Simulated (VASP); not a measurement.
# AlRu (P4mm) in VASP: a series of runs

AlRu is run at these levels: BLYP, PBE+U, PBE; tasks: single point.

All numbers are computed with VASP 6.6.1; they aren't measurements. Logs are shortened: lines on timing, memory, paths and dates and some standing lists are left out, and cuts for length are marked.

## (1) The cell of the first run

The structure is tetragonal, space group P4mm (No. 99). The conventional cell has a = 2.982 Å, b = 2.982 Å, c = 2.982 Å, α = 90.00°, β = 90.00°, γ = 90.00°. Within 3.3 Å of Al (site symmetry 4mm) lie 8 Ru at 2.47 to 2.70 Å and 6 Al at 2.98 Å. Ru (site symmetry 4mm) has 8 Al at 2.47 to 2.70 Å and 6 Ru at 2.98 Å within 3.3 Å.

## (2) Single point, BLYP

INCAR reads:

```
SYSTEM = AlRu
  PREC = Accurate
  ENCUT = 520
  EDIFF = 1E-6
  ISMEAR = 0
  SIGMA = 0.27211386245988
  LREAL = .False.
  LASPH = .True.
  NELM = 80
  ALGO = Fast
  ISIF = 2
  LWAVE = .False.
  LCHARG = .False.
  GGA = B5
  ALDAX = 1.0
  AGGAX = 1.0
  AGGAC = 1.0
  ALDAC = 0.0
  NBANDS = 16
```

KPOINTS reads:

```
regular mesh
0
Gamma
  6 6 6
  0 0 0
```

POSCAR reads:

```
AlRu
1.0
    2.9824954400      0.0000000000      0.0000000000
    0.0000000000      2.9824954400      0.0000000000
    0.0000000000      0.0000000000      2.9824954400
Al Ru
1 1
Direct
    0.0000000000      0.0000000000      0.0000000000
    0.5000000000      0.5670579399      0.5000000000
```

Potentials or basis: VASP PAW PBE potentials, release 64 (Al, Ru_pv).

Command:

```
cat potpaw_PBE.64/Al/POTCAR potpaw_PBE.64/Ru_pv/POTCAR > POTCAR
mpirun -np 1 vasp_std > vasp.out
```

OUTCAR:

```text
SYSTEM = AlRu
   PREC = Accurate
   ENCUT = 520
   EDIFF = 1E-6
   ISMEAR = 0
   LREAL = .False.
   LASPH = .True.
   NELM = 80
   ISIF = 2
   GGA = B5

 ion  position               nearest neighbor table
   1  0.000  0.000  0.000-   2 2.47   2 2.47   2 2.47   2 2.47   2 2.70   2 2.70   2 2.70   2 2.70

   2  0.500  0.567  0.500-   1 2.47   1 2.47   1 2.47   1 2.47   1 2.70   1 2.70   1 2.70   1 2.70

  LATTYP: Found a simple cubic cell.
 ALAT       =     2.9824954400

  Lattice vectors:

 A1 = (   2.9824954400,   0.0000000000,   0.0000000000)
 A2 = (   0.0000000000,   2.9824954400,   0.0000000000)
 A3 = (   0.0000000000,   0.0000000000,   2.9824954400)

Analysis of symmetry for initial positions (statically):
=====================================================================
 Subroutine PRICEL returns:
 Original cell was already a primitive cell.

 Routine SETGRP: Setting up the symmetry group for a
 simple cubic supercell.

 Subroutine GETGRP returns: Found  8 space group operations
 (whereof  8 operations were pure point group operations)
 out of a pool of 48 trial point group operations.

The static configuration has the point symmetry C_4v.

Analysis of symmetry for dynamics (positions and initial velocities):
=====================================================================
 Subroutine PRICEL returns:
 Original cell was already a primitive cell.

 Routine SETGRP: Setting up the symmetry group for a
 simple cubic supercell.

 Subroutine GETGRP returns: Found  8 space group operations
 (whereof  8 operations were pure point group operations)
 out of a pool of 48 trial point group operations.

The dynamic configuration has the point symmetry C_4v.

 Subroutine INISYM returns: Found  8 space group operations
 (whereof  8 operations are pure point group operations),
 and found     1 'primitive' translations

----------------------------------------------------------------------------------------

                                     Primitive cell

  volume of cell :      26.5301

  direct lattice vectors                    reciprocal lattice vectors
     2.982495440  0.000000000  0.000000000     0.335289700  0.000000000  0.000000000
     0.000000000  2.982495440  0.000000000     0.000000000  0.335289700  0.000000000
     0.000000000  0.000000000  2.982495440     0.000000000  0.000000000  0.335289700

  length of vectors
     2.982495440  2.982495440  2.982495440     0.335289700  0.335289700  0.335289700

  position of ions in fractional coordinates (direct lattice)
     0.000000000  0.000000000  0.000000000
     0.500000000  0.567057940  0.500000000

  ion indices of the primitive-cell ions
   primitive index   ion index
                 1           1
                 2           2

----------------------------------------------------------------------------------------

 KPOINTS: regular mesh

Automatic generation of k-mesh.
 Grid dimensions read from file:
 generate k-points for:    6    6    6

 Generating k-lattice:

  Cartesian coordinates                     Fractional coordinates (reciprocal lattice)
     0.055881617  0.000000000  0.000000000     0.166666667  0.000000000  0.000000000
     0.000000000  0.055881617  0.000000000     0.000000000  0.166666667  0.000000000
     0.000000000  0.000000000  0.055881617     0.000000000  0.000000000  0.166666667

  Length of vectors
     0.055881617  0.055881617  0.055881617

  Shift w.r.t. Gamma in fractional coordinates (k-lattice)
     0.000000000  0.000000000  0.000000000

 Subroutine IBZKPT returns following result:
 ===========================================

 Found     40 irreducible k-points:

 Following reciprocal coordinates:
            Coordinates               Weight
  0.000000  0.000000  0.000000      1.000000
  0.166667  0.000000  0.000000      4.000000
  0.000000  0.166667  0.000000      2.000000
  0.333333  0.000000  0.000000      4.000000
  0.000000  0.333333  0.000000      2.000000
  0.500000  0.000000  0.000000      2.000000
[... 16 lines left out ...]
  0.166667  0.166667  0.166667      8.000000
  0.333333  0.166667  0.166667     16.000000
 [... further k-points ...]
   k-points           NKPTS =     40   k-points in BZ     NKDIM =     40   number of bands    NBANDS=     16
   number of dos      NEDOS =    301   number of ions     NIONS =      2
   total plane-waves  NPLWV =  13824
   dimension x,y,z NGX =    24 NGY =   24 NGZ =   24
   dimension x,y,z NGXF=    48 NGYF=   48 NGZF=   48
   ions per type =               1   1
   NGX,Y,Z   is equivalent  to a cutoff of  13.38, 13.38, 13.38 a.u.
   NGXF,Y,Z  is equivalent  to a cutoff of  26.76, 26.76, 26.76 a.u.
 SYSTEM =  AlRu
   PREC   = accura    normal or accurate (medium, high low for compatibility)
   ISTART =      0    job   : 0-new  1-cont  2-samecut
   ICHARG =      2    charge: 1-file 2-atom 10-const
   ISPIN  =      1    spin polarized calculation?
   LNONCOLLINEAR =      F non collinear calculations
   LSORBIT =      F    spin-orbit coupling
   LASPH  =      T    aspherical Exc in radial PAW
   ENCUT  =  520.0 eV  38.22 Ry    6.18 a.u.   5.55  5.55  5.55*2*pi/ulx,y,z
   NELM   =     80;   NELMIN=  2; NELMDL= -5     # of ELM steps
   EDIFF  = 0.1E-05   stopping-criterion for ELM
   LREAL  =      F    real-space projection
   EDIFFG = 0.1E-04   stopping-criterion for IOM
   NSW    =      0    number of steps for IOM
   IBRION =     -1    ionic relax: 0-MD 1-quasi-New 2-CG
   NFREE  =      0    steps in history (QN), initial steepest desc. (CG)
   ISIF   =      2    stress and relaxation
   ISYM   =      2    0-nonsym 1-usesym 2-fastsym
   POTIM  = 0.5000    time-step for ionic-motion
   TEBEG  =    0.0;   TEEND  =   0.0 temperature during run
   PSTRESS=    0.0 pullay stress
   NELECT =      17.0000    total number of electrons
   NUPDOWN=      -1.0000    fix difference up-down
   EMIN   =  10.00;   EMAX   =-10.00  energy-range for DOS
   EFERMI =   0.00;   METHOD = LEGACY
   ISMEAR =     0;   SIGMA  =   0.27  broadening in eV -4-tet -1-fermi 0-gaus
   EFERMI_NEDOS =   21; number of points for ismear=-14 and -15
   IALGO  =     68    algorithm
   IMIX   =      4    mixing-type and parameters
     AMIX     =   0.40;   BMIX     =  1.00
     AMIX_MAG =   1.60;   BMIX_MAG =  1.00
  volume/ion in A,a.u.               =      13.27        89.52
  Fermi-wavevector in a.u.,A,eV,Ry     =   1.411382  2.667126 27.102807  1.992000
  Thomas-Fermi vector in A             =   2.533239
   LORBIT       =      0    0 simple, 1 ext, 2 COOP (PROOUT), +10 PAW based schemes
   GGA     = B5    functional components
   LHFCALC =     F    Hartree Fock is set to
   AEXX    =    0.0000 exact exchange contribution
   IVDW    =     0    specifies the selected vdW correction
   LEPSILON=     F    determine dielectric tensor
   LRPA    =     F    only Hartree local field effects (RPA)
 non-spin polarized calculation
 RMM-DIIS sequential band-by-band and
 Gauss-broadening in eV      SIGMA  =   0.27
  energy-cutoff  :      520.00
  volume of cell :       26.53
 maximum number of plane-waves:       739
 NGX is ok and might be reduce to    24

 number of electron      16.9999996 magnetization

 Free energy of the ion-electron system (eV)
  ---------------------------------------------------
  ext. energy  EPLUGINS =         0.00000000
  ---------------------------------------------------
  free energy    TOTEN  =       -11.79222050 eV

  energy without entropy =      -11.73132296  energy(sigma->0) =      -11.76177173

 E-fermi :  11.2782     XC(G=0): -12.0036

 val. band max:       11.2604149304   @ k =   0.5000   0.3333   0.5000
 cond. band min:      11.2864145311   @ k =   0.5000   0.1667   0.0000
 fundamental gap:      0.0259996008
 Fermi energy:        11.2782141668

 k-point     1 :       0.0000    0.0000    0.0000
  band No.  band energies     occupation
      1     -30.2368      2.00000
      2     -30.2368      2.00000
      3     -30.2304      2.00000
      4       1.7605      2.00000
      5       7.7712      2.00000
      6       7.7975      2.00000
[... 8 lines left out ...]
     15      23.1861      0.00000
     16      26.2023      0.00000

 k-point     2 :       0.1667    0.0000    0.0000
  band No.  band energies     occupation
      1     -30.2925      2.00000
      2     -30.2321      2.00000
      3     -30.2257      2.00000
      4       2.2921      2.00000
      5       7.9228      2.00000
      6       7.9715      2.00000
[... 8 lines left out ...]
     15      23.7855      0.00000
     16      27.9697      0.00000

 k-point     3 :       0.0000    0.1667    0.0000
  band No.  band energies     occupation
      1     -30.2856      2.00000
      2     -30.2321      2.00000
      3     -30.2321      2.00000
      4       2.2860      2.00000
      5       7.9417      2.00000
      6       7.9445      2.00000
[... 8 lines left out ...]
     15      23.9426      0.00000
     16      27.8686      0.00000

 k-point     4 :       0.3333    0.0000    0.0000
  band No.  band energies     occupation
      1     -30.4026      2.00000
      2     -30.2226      2.00000
      3     -30.2162      2.00000
      4       3.7553      2.00000
      5       7.5630      2.00000
      6       8.3546      2.00000
[... 8 lines left out ...]
     15      24.3269      0.00000
     16      26.5209      0.00000
[... 324 lines left out ...]
 k-point    22 :       0.5000    0.0000    0.5000
  band No.  band energies     occupation
      1     -30.4288      2.00000
      2     -30.4288      2.00000
      3     -30.1926      2.00000
      4       5.2636      2.00000
      5       8.3855      2.00000
      6       9.7912      2.00000
[... 8 lines left out ...]
     15      25.5819      0.00000
     16      25.5820      0.00000

 k-point    23 :       0.1667    0.1667    0.1667
  band No.  band energies     occupation
      1     -30.2847      2.00000
      2     -30.2802      2.00000
      3     -30.2741      2.00000
      4       3.2698      2.00000
      5       8.3041      2.00000
      6       8.3386      2.00000
[... 8 lines left out ...]
     15      24.0989      0.00000
     16      26.3316      0.00000

 k-point    24 :       0.3333    0.1667    0.1667
  band No.  band energies     occupation
      1     -30.3900      2.00000
      2     -30.2718      2.00000
      3     -30.2641      2.00000
      4       4.5274      2.00000
      5       7.9040      2.00000
      6       8.5982      2.00000
[... 8 lines left out ...]
     15      23.3109      0.00000
     16      26.8696      0.00000

 [... further k-points ...]

------------------------ aborting loop because EDIFF is reached ----------------------------------------

  FORCE on cell =-STRESS in cart. coord.  units (eV):
  Direction    XX          YY          ZZ          XY          YZ          ZX
  --------------------------------------------------------------------------------------
  -------------------------------------------------------------------------------------
  Total        2.6599026      2.0936617      2.6599026      0.0000000      0.0000000      0.0000000
  in kB      160.6338045    126.4380297    160.6338045      0.0000000      0.0000000      0.0000000
  external PRESSURE =     149.2352129 kB  Pullay stress =       0.0000000 kB

 VOLUME and BASIS-vectors are now :
 -----------------------------------------------------------------------------
  energy-cutoff  :      520.00
  volume of cell :       26.53
      direct lattice vectors                 reciprocal lattice vectors
     2.982495440  0.000000000  0.000000000     0.335289700  0.000000000  0.000000000
     0.000000000  2.982495440  0.000000000     0.000000000  0.335289700  0.000000000
     0.000000000  0.000000000  2.982495440     0.000000000  0.000000000  0.335289700

 POSITION                                       TOTAL-FORCE (eV/Angst)
 -----------------------------------------------------------------------------------
      0.00000      0.00000      0.00000        -0.000000      1.457750      0.000000
      1.49125      1.69125      1.49125         0.000000     -1.457750     -0.000000
 -----------------------------------------------------------------------------------
    total drift:                                0.000000      0.001380      0.000001

  FREE ENERGIE OF THE ION-ELECTRON SYSTEM (eV)
  ---------------------------------------------------
  free  energy   TOTEN  =       -11.7922205002 eV

  energy  without entropy=      -11.7313229623  energy(sigma->0) =      -11.76177173
```

Run time: 16 s. Hardware: 1 thread of Intel Xeon 6975P-C, shared host; peak memory 0.14 GiB.

Results:

```
Free energy   : -11.7922 eV
Pressure      : 14.9 GPa
Largest force : 1.458 eV/Å
```

Forces on the atoms (eV/Å):
```
Al   0.000  1.458  0.000
Ru   0.000 -1.458  0.000
```

Caveat: the PAW data sets were made with another functional, which shifts forces and pressure a little.

## (3) Single point, PBE+U

INCAR reads:

```
SYSTEM = AlRu
PREC = Accurate ; ENCUT = 520
EDIFF = 1E-7 ; ISMEAR = 0
SIGMA = 0.1 ; LREAL = .FALSE.
LASPH = .TRUE. ; NELM = 150
ALGO = Fast ; ISIF = 2
LWAVE = .FALSE. ; LCHARG = .TRUE.
LMAXMIX = 4 ; LDAU = .TRUE.
LDAUTYPE = 1 ; LDAUL = -1 2
LDAUU = 0 4.9 ; LDAUJ = 0 0.97
LDAUPRINT = 1 ; GGA = PE
LELF = .TRUE. ; LVHAR = .TRUE.
NBANDS = 16
```

KPOINTS reads:

```
regular mesh
0
G
  6 6 6
  0 0 0
```

POSCAR reads:

```
AlRu
1.0
    2.9824954400      0.0000000000      0.0000000000
    0.0000000000      2.9824954400      0.0000000000
    0.0000000000      0.0000000000      2.9824954400
Al Ru
1 1
Direct
    0.0000000000      0.1676448498      0.0000000000
    0.5000000000      0.5000000000      0.5000000000
```

Potentials or basis: VASP PAW PBE potentials, release 64 (Al, Ru_pv).

Command:

```
cat potpaw_PBE.64/Al/POTCAR potpaw_PBE.64/Ru_pv/POTCAR > POTCAR
mpirun -np 1 vasp_std > vasp.out
```

Wall time 15 s (1 thread of Intel Xeon 6975P-C, shared host); peak memory 0.14 GiB.

Results (log left out):

| Quantity | Value |
| --- | --- |
| Free energy | -8.9142 eV |
| Pressure | 18.8 GPa |
| Largest force | 3.393 eV/Å |

Forces on the atoms (eV/Å):
```
Al   0.000 -3.393  0.000
Ru   0.000  3.393  0.000
```

Stress tensor (GPa, compression positive):
```
24.95  0.00  0.00
 0.00  6.52  0.00
 0.00  0.00 24.95
```

Levels at points of the mesh, in eV from the Fermi level:
```csv
k point,band 5,band 6,band 7,band 8,band 9,band 10,band 11,band 12,band 13,band 14
"(0.00, 0.00, 0.00)",-3.31,-3.12,-0.36,0.10,0.10,6.89,6.89,7.09,11.51,12.22
"(0.50, 0.00, 0.00)",-4.95,-2.39,-2.15,-1.51,0.27,2.88,8.10,11.17,12.23,12.86
"(0.00, 0.50, 0.00)",-4.50,-2.59,-1.54,-1.54,-0.15,3.18,8.73,11.05,11.05,13.67
"(0.50, 0.50, 0.00)",-3.11,-1.78,-1.18,-0.81,-0.17,2.15,6.07,6.15,11.65,13.34
"(0.50, 0.00, 0.50)",-2.21,-1.75,-1.75,0.02,0.02,2.19,5.69,5.77,13.32,13.32
"(0.50, 0.50, 0.50)",-4.40,-4.40,2.25,2.29,2.71,4.30,4.30,5.24,9.21,9.21
```

Eigenvalues of the final occupation matrices:
```
    site  spin  trace               eigenvalues
site 2 d     1   3.25  0.52 0.53 0.72 0.72 0.76
site 2 d     2   3.25  0.52 0.53 0.72 0.72 0.76
```

Caveat: U without spin polarisation on a metal has little footing; the U is typed as a test and isn't derived for this compound; forces of over 1 eV/Å act on the atoms, so gaps and moduli don't describe the material at rest.

## (4) Single point, PBE

INCAR reads:

```
  PREC = Accurate
  ENCUT = 500
  EDIFF = 1E-6
  ISMEAR = 0
  SIGMA = 0.1
  LREAL = F
  LASPH = T
  NELM = 120
  ALGO = Normal
  ISIF = 2
  LWAVE = F
  LCHARG = F
  GGA = PE
  ISYM = 0
  NBANDS = 16
  GGA_COMPAT = F
```

KPOINTS reads:

```
Automatic mesh
0
Gamma
  2 2 2
  0 0 0.5
```

POSCAR is that of step 3.

Command:

```
cat potpaw_PBE.64/Al/POTCAR potpaw_PBE.64/Ru_pv/POTCAR > POTCAR
mpirun -np 1 vasp_std > vasp.out
```

It took 4.2 s on 1 thread of Intel Xeon 6975P-C (Granite Rapids), shared host; peak memory 0.13 GiB.

The run converged. Its results:

| Quantity | Value |
| --- | --- |
| Free energy | -13.1331 eV |
| Pressure | 24.7 GPa |
| Largest force | 3.999 eV/Å |

Forces in eV/Å, atoms in the order of the input:
```
Al   0.000 -3.999  0.000
Ru   0.000  3.999  0.000
```

Stress tensor (GPa, compression positive):
```
30.02  0.00  0.00
 0.00 14.12  0.00
 0.00  0.00 30.02
```

Levels at points of the mesh, in eV from the Fermi level:
| k point | band 6 | band 7 | band 8 | band 9 | band 10 | band 11 | band 12 | band 13 |
| --- | --- | --- | --- | --- | --- | --- | --- | --- |
| (0.00, 0.00, 0.25) | -4.15 | -2.17 | -1.57 | -0.52 | 2.19 | 7.58 | 7.92 | 8.44 |

Caveat: the k points lie up to 1.05 Å⁻¹ apart; forces of over 1 eV/Å act on the atoms, so gaps and moduli don't describe the material at rest.

## (5) Overview

| level | U | k mesh | cutoff (eV) | smearing | LDAUTYPE | hund's J | gap on the mesh (eV) | pressure (GPa) | largest force (eV/Å) |
| --- | --- | --- | --- | --- | --- | --- | --- | --- | --- |
| BLYP | - | 6 × 6 × 6 | 520 | gaussian 0.272114 eV | - | - | none | 14.9 | 1.46 |
| PBE+U | Ru d U = 4.9 eV, J = 0.97 eV | 6 × 6 × 6 | 520 | gaussian 0.1 eV | 1 | 0.97 | none | 18.8 | 3.39 |
| PBE | - | 2 × 2 × 2, shifted | 500 | gaussian 0.1 eV | - | - | none | 24.7 | 4.00 |

Some of these runs hold the atoms at other places in the same cell, which the table doesn't show; runs alike in all that it shows share one row.

Alike in all rows: task single point; potentials or basis VASP PAW PBE potentials, release 64 (Al, Ru_pv); no spin polarisation; cell as given.

Caveats: some runs use coarse meshes; forces of over 1 eV/Å act on the atoms, so gaps and moduli don't describe the material at rest (some runs); the PAW data sets were made with another functional, which shifts forces and pressure a little (some runs); U without spin polarisation on a metal has little footing (some runs); the U is typed as a test and isn't derived for this compound (some runs).

Total energies depend on the potentials used, so only differences within one code and one set of settings carry meaning.
